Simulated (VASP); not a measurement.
# Sn (Fd-3m) in VASP: a series of runs

Runs on Sn. Level: PBE. Tasks: relaxation of cell and atoms, single point.

Program: VASP 6.6.1. These are calculated values, not measurements. Logs are shortened: lines on timing, memory, paths and dates and some standing lists are left out, and cuts for length are marked.

### Step 1. The cell of the first run

It takes space group Fd-3m (No. 227, cubic). The conventional cell has a = 6.491 Å, b = 6.491 Å, c = 6.491 Å, α = 90.00°, β = 90.00°, γ = 90.00°. Within 3.7 Å of Sn (site symmetry -43m) lie 4 Sn at 2.81 Å.

This isn't the form of Sn at room conditions, which is tetragonal (white tin).

### Step 2. Relaxation of cell and atoms, PBE

INCAR

```
SYSTEM = Sn
PREC = Accurate
ENCUT = 600
EDIFF = 1E-6
ISMEAR = 0
SIGMA = 0.1
LREAL = .False.
LASPH = .True.
NELM = 80
ALGO = Normal
ISIF = 3
LWAVE = .False.
LCHARG = .False.
GGA = PE
IBRION = 2
NSW = 100
EDIFFG = -0.005
```

KPOINTS

```
regular mesh
0
Gamma
  12 12 12
  0 0 0
```

POSCAR

```
Sn
1.0
    0.0000000000      3.2456000000      3.2456000000
    3.2456000000      0.0000000000      3.2456000000
    3.2456000000      3.2456000000      0.0000000000
Sn
2
Direct
    0.5000000000      0.5000000000      0.5000000000
    0.7500000000      0.7500000000      0.7500000000
```

Potentials or basis: VASP PAW PBE potentials, release 64 (Sn_d).

Command:

```console
$ cat potpaw_PBE.64/Sn_d/POTCAR > POTCAR
$ mpirun -np 1 vasp_std > vasp.out
```

OUTCAR:

```text
SYSTEM = Sn
   PREC = Accurate
   ENCUT = 600
   EDIFF = 1E-6
   ISMEAR = 0
   LREAL = .False.
   LASPH = .True.
   NELM = 80
   ISIF = 3
   GGA = PE
   IBRION = 2
   NSW = 100
   EDIFFG = -0.005

 ion  position               nearest neighbor table
   1  0.500  0.500  0.500-   2 2.81   2 2.81   2 2.81   2 2.81
   2  0.750  0.750  0.750-   1 2.81   1 2.81   1 2.81   1 2.81

  LATTYP: Found a face centered cubic cell.
 ALAT       =     6.4912000000

  Lattice vectors:

 A1 = (   0.0000000000,   3.2456000000,   3.2456000000)
 A2 = (   3.2456000000,   0.0000000000,   3.2456000000)
 A3 = (   3.2456000000,   3.2456000000,   0.0000000000)

Analysis of symmetry for initial positions (statically):
=====================================================================
 Subroutine PRICEL returns:
 Original cell was already a primitive cell.

 Routine SETGRP: Setting up the symmetry group for a
 face centered cubic supercell.

 Subroutine GETGRP returns: Found 48 space group operations
 (whereof 24 operations were pure point group operations)
 out of a pool of 48 trial point group operations.

The static configuration has the point symmetry T_d .
 The point group associated with its full space group is O_h .

Analysis of symmetry for dynamics (positions and initial velocities):
=====================================================================
 Subroutine PRICEL returns:
 Original cell was already a primitive cell.

 Routine SETGRP: Setting up the symmetry group for a
 face centered cubic supercell.

 Subroutine GETGRP returns: Found 48 space group operations
 (whereof 24 operations were pure point group operations)
 out of a pool of 48 trial point group operations.

The dynamic configuration has the point symmetry T_d .
 The point group associated with its full space group is O_h .

 Subroutine INISYM returns: Found 48 space group operations
 (whereof 24 operations are pure point group operations),
 and found     1 'primitive' translations

----------------------------------------------------------------------------------------

                                     Primitive cell

  volume of cell :      68.3778

  direct lattice vectors                    reciprocal lattice vectors
     0.000000000  3.245600000  3.245600000    -0.154054720  0.154054720  0.154054720
     3.245600000  0.000000000  3.245600000     0.154054720 -0.154054720  0.154054720
     3.245600000  3.245600000  0.000000000     0.154054720  0.154054720 -0.154054720

  length of vectors
     4.589971538  4.589971538  4.589971538     0.266830603  0.266830603  0.266830603

  position of ions in fractional coordinates (direct lattice)
     0.500000000  0.500000000  0.500000000
     0.750000000  0.750000000  0.750000000

  ion indices of the primitive-cell ions
   primitive index   ion index
                 1           1
                 2           2

----------------------------------------------------------------------------------------

 KPOINTS: regular mesh

Automatic generation of k-mesh.
 Grid dimensions read from file:
 generate k-points for:   12   12   12

 Generating k-lattice:

  Cartesian coordinates                     Fractional coordinates (reciprocal lattice)
    -0.012837893  0.012837893  0.012837893     0.083333333  0.000000000  0.000000000
     0.012837893 -0.012837893  0.012837893     0.000000000  0.083333333  0.000000000
     0.012837893  0.012837893 -0.012837893     0.000000000  0.000000000  0.083333333

  Length of vectors
     0.022235884  0.022235884  0.022235884

  Shift w.r.t. Gamma in fractional coordinates (k-lattice)
     0.000000000  0.000000000  0.000000000

 Subroutine IBZKPT returns following result:
 ===========================================

 Found     72 irreducible k-points:

 Following reciprocal coordinates:
            Coordinates               Weight
  0.000000  0.000000  0.000000      1.000000
  0.083333  0.000000  0.000000      8.000000
  0.166667  0.000000  0.000000      8.000000
  0.250000  0.000000  0.000000      8.000000
  0.333333  0.000000  0.000000      8.000000
  0.416667  0.000000  0.000000      8.000000
[... 16 lines left out ...]
  0.500000  0.166667  0.000000     24.000000
 -0.416667  0.166667  0.000000     24.000000
 [... further k-points ...]
   k-points           NKPTS =     72   k-points in BZ     NKDIM =     72   number of bands    NBANDS=     18
   number of dos      NEDOS =    301   number of ions     NIONS =      2
   total plane-waves  NPLWV =  64000
   dimension x,y,z NGX =    40 NGY =   40 NGZ =   40
   dimension x,y,z NGXF=    80 NGYF=   80 NGZF=   80
   ions per type =               2
   NGX,Y,Z   is equivalent  to a cutoff of  14.49, 14.49, 14.49 a.u.
   NGXF,Y,Z  is equivalent  to a cutoff of  28.98, 28.98, 28.98 a.u.
 SYSTEM =  Sn
   PREC   = accura    normal or accurate (medium, high low for compatibility)
   ISTART =      0    job   : 0-new  1-cont  2-samecut
   ICHARG =      2    charge: 1-file 2-atom 10-const
   ISPIN  =      1    spin polarized calculation?
   LNONCOLLINEAR =      F non collinear calculations
   LSORBIT =      F    spin-orbit coupling
   LASPH  =      T    aspherical Exc in radial PAW
   ENCUT  =  600.0 eV  44.10 Ry    6.64 a.u.   9.17  9.17  9.17*2*pi/ulx,y,z
   NELM   =     80;   NELMIN=  2; NELMDL= -5     # of ELM steps
   EDIFF  = 0.1E-05   stopping-criterion for ELM
   LREAL  =      F    real-space projection
   EDIFFG = -.5E-02   stopping-criterion for IOM
   NSW    =    100    number of steps for IOM
   IBRION =      2    ionic relax: 0-MD 1-quasi-New 2-CG
   NFREE  =      1    steps in history (QN), initial steepest desc. (CG)
   ISIF   =      3    stress and relaxation
   ISYM   =      2    0-nonsym 1-usesym 2-fastsym
   POTIM  = 0.5000    time-step for ionic-motion
   TEBEG  =    0.0;   TEEND  =   0.0 temperature during run
   PSTRESS=    0.0 pullay stress
   NELECT =      28.0000    total number of electrons
   NUPDOWN=      -1.0000    fix difference up-down
   EMIN   =  10.00;   EMAX   =-10.00  energy-range for DOS
   EFERMI =   0.00;   METHOD = LEGACY
   ISMEAR =     0;   SIGMA  =   0.10  broadening in eV -4-tet -1-fermi 0-gaus
   EFERMI_NEDOS =   21; number of points for ismear=-14 and -15
   IALGO  =     38    algorithm
   IMIX   =      4    mixing-type and parameters
     AMIX     =   0.40;   BMIX     =  1.00
     AMIX_MAG =   1.60;   BMIX_MAG =  1.00
  volume/ion in A,a.u.               =      34.19       230.72
  Fermi-wavevector in a.u.,A,eV,Ry     =   1.215689  2.297319 20.108049  1.477900
  Thomas-Fermi vector in A             =   2.351068
   LORBIT       =      0    0 simple, 1 ext, 2 COOP (PROOUT), +10 PAW based schemes
   GGA     = PE    functional components
   LHFCALC =     F    Hartree Fock is set to
   AEXX    =    0.0000 exact exchange contribution
   IVDW    =     0    specifies the selected vdW correction
   LEPSILON=     F    determine dielectric tensor
   LRPA    =     F    only Hartree local field effects (RPA)
 conjugate gradient relaxation of ions
 non-spin polarized calculation
 Gauss-broadening in eV      SIGMA  =   0.10
  energy-cutoff  :      600.00
  volume of cell :       68.38
 maximum number of plane-waves:      2301
 NGX is ok and might be reduce to    40
   NGX = 19   NGY = 19   NGZ = 19

--------------------------------------- Ionic step        1  -------------------------------------------

 number of electron      28.0000005 magnetization

 Free energy of the ion-electron system (eV)
  ---------------------------------------------------
  ext. energy  EPLUGINS =         0.00000000
  ---------------------------------------------------
  free energy    TOTEN  =        -7.64400441 eV

  energy without entropy =       -7.64300712  energy(sigma->0) =       -7.64350577

 E-fermi :   5.6481     XC(G=0):  -8.8725

 val. band max:        5.6250370694   @ k =   0.5000   0.0000   0.0000
 cond. band min:       5.6687181158   @ k =   0.4167   0.0000   0.0000
 fundamental gap:      0.0436810464
 Fermi energy:         5.6481464493

 k-point     1 :       0.0000    0.0000    0.0000
  band No.  band energies     occupation
      1     -16.0498      2.00000
      2     -16.0498      2.00000
      3     -16.0498      2.00000
      4     -15.9903      2.00000
      5     -15.9903      2.00000
      6     -15.6819      2.00000
[... 10 lines left out ...]
     17       7.7939      0.00000
     18       7.7939      0.00000
[... 541 lines left out ...]
 POSITION                                       TOTAL-FORCE (eV/Angst)
 -----------------------------------------------------------------------------------
      3.35206      3.35206      3.35206        -0.000000     -0.000000      0.000000
      5.02808      5.02808      5.02808         0.000000      0.000000     -0.000000
 -----------------------------------------------------------------------------------
    total drift:                               -0.000000     -0.000000      0.000000

  FREE ENERGIE OF THE ION-ELECTRON SYSTEM (eV)
  ---------------------------------------------------
  free  energy   TOTEN  =        -7.6884247251 eV

  energy  without entropy=       -7.6871266512  energy(sigma->0) =       -7.68777569

--------------------------------------- Ionic step        3  -------------------------------------------

 number of electron      27.9999997 magnetization

 Free energy of the ion-electron system (eV)
  ---------------------------------------------------
  ext. energy  EPLUGINS =         0.00000000
  ---------------------------------------------------
  free energy    TOTEN  =        -7.69258813 eV

  energy without entropy =       -7.69129054  energy(sigma->0) =       -7.69193934

 E-fermi :   4.8588     XC(G=0):  -8.5541

 val. band max:        4.8436430522   @ k =   0.0833   0.0000   0.0000
 cond. band min:       4.9053243399   @ k =   0.3333   0.0000   0.0000
 fundamental gap:      0.0616812877
 Fermi energy:         4.8587758516

 k-point     1 :       0.0000    0.0000    0.0000
  band No.  band energies     occupation
      1     -16.6716      2.00000
      2     -16.6716      2.00000
      3     -16.6716      2.00000
      4     -16.6216      2.00000
      5     -16.6216      2.00000
      6     -16.3687      2.00000
[... 10 lines left out ...]
     17       7.0299      0.00000
     18       7.0299      0.00000
[... 505 lines left out ...]
 POSITION                                       TOTAL-FORCE (eV/Angst)
 -----------------------------------------------------------------------------------
      3.32645      3.32645      3.32645         0.000000      0.000000     -0.000000
      4.98967      4.98967      4.98967        -0.000000     -0.000000      0.000000
 -----------------------------------------------------------------------------------
    total drift:                               -0.000000     -0.000000      0.000000

  FREE ENERGIE OF THE ION-ELECTRON SYSTEM (eV)
  ---------------------------------------------------
  free  energy   TOTEN  =        -7.6925881325 eV

  energy  without entropy=       -7.6912905402  energy(sigma->0) =       -7.69193934

 reached required accuracy - stopping structural energy minimisation
```

Run time: 2.6 min. Hardware: 1 thread of Intel Xeon Platinum 8488C (Sapphire Rapids), shared host; peak memory 0.29 GiB.

What came out:

| Item | Value |
| --- | --- |
| Free energy | -7.6926 eV |
| Relaxed volume | 36.81 Å³/atom |
| Relaxed cell | a = 4.704 Å, b = 4.704 Å, c = 4.704 Å, α = 60.00°, β = 60.00°, γ = 60.00° |
| Space group after relaxing (to 0.1 Å) | Fd-3m (No. 227) |
| Energy gained by relaxing | 24.3 meV/atom |
| Ionic steps | 3 |
| Pressure after relaxing | 0.0 GPa |
| Band gap on the k mesh | zero (bands 14 and 15 overlap by 0.23 eV) |

The path:
| step | energy change (eV) | largest force (eV/Å) | pressure (GPa) | volume (Å³) |
| --- | --- | --- | --- | --- |
| 1 | 0.0000 | 0.0000 | 3.19 | 68.38 |
| 2 | -0.0444 | 0.0000 | -0.77 | 75.33 |
| 3 | -0.0486 | 0.0000 | -0.01 | 73.62 |

Final structure:
```
CELL_PARAMETERS angstrom
0.00000 3.32645 3.32645
3.32645 0.00000 3.32645
3.32645 3.32645 0.00000
ATOMIC_POSITIONS crystal
Sn 0.50000 0.50000 0.50000
Sn 0.75000 0.75000 0.75000
```

Levels at points of the mesh, in eV from the Fermi level:
```
           k point  band 11  band 12  band 13  band 14  band 15  band 16  band 17  band 18
(0.00, 0.00, 0.00)   -10.10    -1.12     0.11     0.11     0.11     2.17     2.17     2.17
(0.50, 0.00, 0.00)    -8.63    -6.01    -0.98    -0.98    -0.12     3.22     3.22     5.71
(0.50, 0.50, 0.00)    -7.25    -7.25    -2.20    -2.20     0.92     0.92     7.28     7.28
```

Caveat: spin-orbit coupling is left out, which moves the levels of the heavy elements. Zero-point motion and thermal expansion aren't in these numbers.

### Step 3. Single point, PBE

This run uses another cell than the first one, of 36.86 Å³/atom.

INCAR

```
ALGO = Fast
EDIFF = 1E-6
ENCUT = 520
GGA = PE
ISIF = 2
ISMEAR = 0
LASPH = T
LCHARG = F
LREAL = F
LWAVE = F
NBANDS = 21
NELM = 100
PREC = Accurate
SIGMA = 0.1
```

KPOINTS

```
k-points
0
Gamma
  9 9 9
```

POSCAR

```
Sn
1.0
    4.7067117298      0.0000000000      0.0000000000
   -2.3533558649      4.0761319263      0.0000000000
    2.3533558649      1.3587106421      3.8430140348
Sn
2
Direct
    0.0000000000      0.5000000000      0.5000000000
    0.5000000000      0.2500000000      0.2500000000
```

Potentials or basis: VASP PAW PBE potentials, release 64 (Sn_d).

Command:

```console
$ cat potpaw_PBE.64/Sn_d/POTCAR > POTCAR
$ mpirun -np 1 vasp_std > vasp.out
```

Wall time 27 s (1 thread of Intel Xeon 6975P-C (Granite Rapids), shared host); peak memory 0.21 GiB.

Results (log left out):

```
Free energy            : -7.6892 eV
Pressure               : -0.1 GPa
Band gap on the k mesh : zero (bands 14 and 15 overlap by 0.21 eV)
```

Levels at points of the mesh, in eV from the Fermi level:
| k point | band 10 | band 11 | band 12 | band 13 | band 14 | band 15 | band 16 | band 17 | band 18 | band 19 |
| --- | --- | --- | --- | --- | --- | --- | --- | --- | --- | --- |
| (0.00, 0.00, 0.00) | -21.18 | -10.05 | -1.08 | 0.16 | 0.16 | 0.16 | 2.22 | 2.22 | 2.22 | 5.03 |

Caveat: spin-orbit coupling is left out, which moves the levels of the heavy elements.
